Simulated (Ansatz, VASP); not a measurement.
# GeS: VASP beside Ansatz

INCAR

```
ALGO = Normal
EDIFF = 1E-6
ENCUT = 500
GGA = PE
GGA_COMPAT = False
ISIF = 2
ISMEAR = -1
LASPH = True
LCHARG = False
LREAL = False
LWAVE = False
NBANDS = 50
NELM = 120
PREC = Accurate
SIGMA = 0.02
```

Contents of KPOINTS:

```
k-points
0
Gamma
  4 8 6
```

Contents of POSCAR:

```
GeS
1.0
   10.6078054202      0.0000000000      0.0000000000
    0.0000000000      3.6081036216      0.0000000000
    0.0000000000      0.0000000000      4.4223352564
Ge S
4 4
Direct
    0.1250788433      0.2500000000      0.1282278303
    0.3749211567      0.7500000000      0.6282278303
    0.6250788433      0.2500000000      0.3717721697
    0.8749211567      0.7500000000      0.8717721697
    0.8472275933      0.2500000000      0.5118733973
    0.6527724067      0.7500000000      0.0118733973
    0.3472275933      0.2500000000      0.9881266027
    0.1527724067      0.7500000000      0.4881266027
```

Input for Ansatz:

```yaml
crystal:
  lattice:
    - [10.6078054202, 0.0, 0.0]
    - [0.0, 3.6081036216, 0.0]
    - [0.0, 0.0, 4.4223352564]
  atoms:
    - { symbol: Ge, position: [0.1250788433, 0.25, 0.1282278303] }
    - { symbol: Ge, position: [0.3749211567, 0.75, 0.6282278303] }
    - { symbol: Ge, position: [0.6250788433, 0.25, 0.3717721697] }
    - { symbol: Ge, position: [0.8749211567, 0.75, 0.8717721697] }
    - { symbol: S, position: [0.8472275933, 0.25, 0.5118733973] }
    - { symbol: S, position: [0.6527724067, 0.75, 0.0118733973] }
    - { symbol: S, position: [0.3472275933, 0.25, 0.9881266027] }
    - { symbol: S, position: [0.1527724067, 0.75, 0.4881266027] }
kpoints:
  mp_grid: { grid: [4, 8, 6] }
  band_path:
    path:
      - [[0.0, 0.0, 0.0], [0.5, 4.494652914045e-35, -1.72694533191e-34], [0.5, 0.5, 1.789232443365e-34], [1.063263359134e-50, 0.5, 3.516177775275e-34], [0.0, 0.0, 0.0], [-4.625068114392e-50, 3.500025188945e-50, 0.5], [0.5, 4.494652914045e-35, 0.5], [0.5, 0.5, 0.5], [-4.625068114392e-50, 0.5, 0.5], [-4.625068114392e-50, 3.500025188945e-50, 0.5]]
      - [[0.5, 4.494652914045e-35, -1.72694533191e-34], [0.5, 4.494652914045e-35, 0.5]]
      - [[1.063263359134e-50, 0.5, 3.516177775275e-34], [-4.625068114392e-50, 0.5, 0.5]]
      - [[0.5, 0.5, 1.789232443365e-34], [0.5, 0.5, 0.5]]
    npoints: 10
hamiltonian:
  xc: pbe
scf:
  occupations: { method: fermi_dirac, width: 0.02 }
  n_extra_bands: 6
output:
  forces: true
  stress: true
  eigenvalues: true
```

Alike in both runs: task single point; functional PBE; k mesh 4 × 8 × 6; occupations fermi-dirac, width 0.02 eV; no spin polarisation.

|  | VASP | Ansatz |
| --- | --- | --- |
| version | VASP 6.6.1 | Ansatz 0.2.0 |
| potentials or method | VASP PAW PBE potentials, release 64 (Ge_d, S) | plane waves, PAW |
| plane-wave cutoff (eV) | 500 | 420 |
| valence electrons in the cell | 80 | 80 |

VASP gave:

```
gap on the k mesh at the Fermi level (eV)                     : 1.10
pressure (GPa)                                                : 2.3
traceless stress, the component that is largest in VASP (GPa) : 0.31
rms of the force components (eV/Å)                            : 0.142
```

Problem. Which values does Ansatz return?

Solution. gap on the k mesh at the Fermi level (eV): 1.10; pressure (GPa): 2.4; traceless stress, the component that is largest in VASP (GPa): 0.34; rms of the force components (eV/Å): 0.140.

Atom by atom the forces differ by 0.003 eV/Å (rms over components).
